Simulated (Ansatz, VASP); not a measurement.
## NaCl: VASP beside Ansatz

POSCAR

```
NaCl
1.0
    0.0000000000      2.7940632177      2.7940632177
    2.7940632177      0.0000000000      2.7940632177
    2.7940632177      2.7940632177      0.0000000000
Cl Na
1 1
Direct
    0.5000000000      0.5000000000      0.5000000000
    0.0000000000      0.0000000000      0.0000000000
```

Contents of INCAR.step1:

```
SYSTEM = NaCl
PREC     = Accurate       ! precision mode
ENCUT    = 520            ! plane-wave cutoff, eV
EDIFF    = 1E-5           ! SCF threshold, eV
ISMEAR   = -1             ! smearing method
SIGMA    = 0.05           ! smearing width, eV
LREAL    = .False.        ! projectors in reciprocal space
LASPH    = .True.         ! aspherical terms in the spheres
NELM     = 100            ! most SCF steps
ALGO     = Normal         ! electronic algorithm
ISIF     = 2              ! what is computed and relaxed
LWAVE    = .True.         ! write WAVECAR
LCHARG   = .False.        ! write CHGCAR
NBANDS   = 14             ! bands
GGA      = PE             ! functional
```

The input INCAR.step2:

```
SYSTEM = NaCl
PREC     = Accurate       ! precision mode
ENCUT    = 520            ! plane-wave cutoff, eV
EDIFF    = 1E-6           ! SCF threshold, eV
ISMEAR   = -1             ! smearing method
SIGMA    = 0.05           ! smearing width, eV
LREAL    = .False.        ! projectors in reciprocal space
LASPH    = .True.         ! aspherical terms in the spheres
NELM     = 100            ! most SCF steps
ALGO     = Normal         ! electronic algorithm
ISIF     = 2              ! what is computed and relaxed
LWAVE    = .False.        ! write WAVECAR
LCHARG   = .False.        ! write CHGCAR
GGA      = PS             ! functional
LHFCALC  = .True.         ! exact exchange
AEXX     = 0.25           ! exact-exchange fraction
PRECFOCK = Normal       
NBANDS   = 14             ! bands
ISTART   = 1
```

The input KPOINTS:

```
Automatic mesh
0
Gamma
  5 5 5
  0 0 0
```

Contents of input.yaml:

```yaml
crystal:
  lattice:
    - [0.0, 2.7940632177, 2.7940632177]
    - [2.7940632177, 0.0, 2.7940632177]
    - [2.7940632177, 2.7940632177, 0.0]
  atoms:
    - { symbol: Cl, position: [0.5, 0.5, 0.5] }
    - { symbol: Na, position: [0.0, 0.0, 0.0] }
hamiltonian:
  xc: { exchange: pbesol, correlation: pbesol, exx: { coeff: 0.25 } }
  pseudopotentials: { kind: paw }
kpoints:
  mp_grid: { grid: [5, 5, 5] }
  band_path:
    path:
      - [[0.0, 0.0, 0.0], [0.5, 0.0, 0.5], [0.5, 0.25, 0.75], [0.375, 0.375, 0.75], [0.0, 0.0, 0.0], [0.5, 0.5, 0.5], [0.625, 0.25, 0.625], [0.5, 0.25, 0.75], [0.5, 0.5, 0.5], [0.375, 0.375, 0.75]]
      - [[0.625, 0.25, 0.625], [0.5, 0.0, 0.5]]
    npoints: 4
scf:
  occupations: { method: fermi_dirac, width: 0.05 }
  n_extra_bands: 6
output:
  forces: true
  stress: true
  eigenvalues: true
  fatbands: false
  write_density: true
  write_potential: true
  elf: true
  volumetric_format: npy
```

Alike in both runs: functional PBEsol-based global hybrid with a share of 0.25 of exact exchange; k mesh 5 × 5 × 5; occupations fermi-dirac, width 0.05 eV; no spin polarisation.

|  | VASP | Ansatz |
| --- | --- | --- |
| version | VASP 6.6.1 | Ansatz 0.2.0 |
| potentials or method | VASP PAW PBE potentials, release 64 (Cl, Na_pv) | Ansatz PAW |
| plane-wave cutoff (eV) | 520 | 420 |
| valence electrons in the cell | 14 | 16 |
| task | single point | band structure |

|  | VASP | Ansatz | Ansatz less VASP |
| --- | --- | --- | --- |
| gap on the k mesh at the Fermi level (eV) | 7.17 | 7.17 | -0.002 |
| least direct gap on the mesh (eV) | 7.17 | 7.17 | -0.002 |
| pressure (GPa) | -0.1 | -0.1 | -0.03 |

VASP's potentials were made for PBE, not for PBEsol-based global hybrid. VASP's potentials hold 14 valence electrons a cell and Ansatz's 16, so a difference there can come from the potentials and not from the codes.
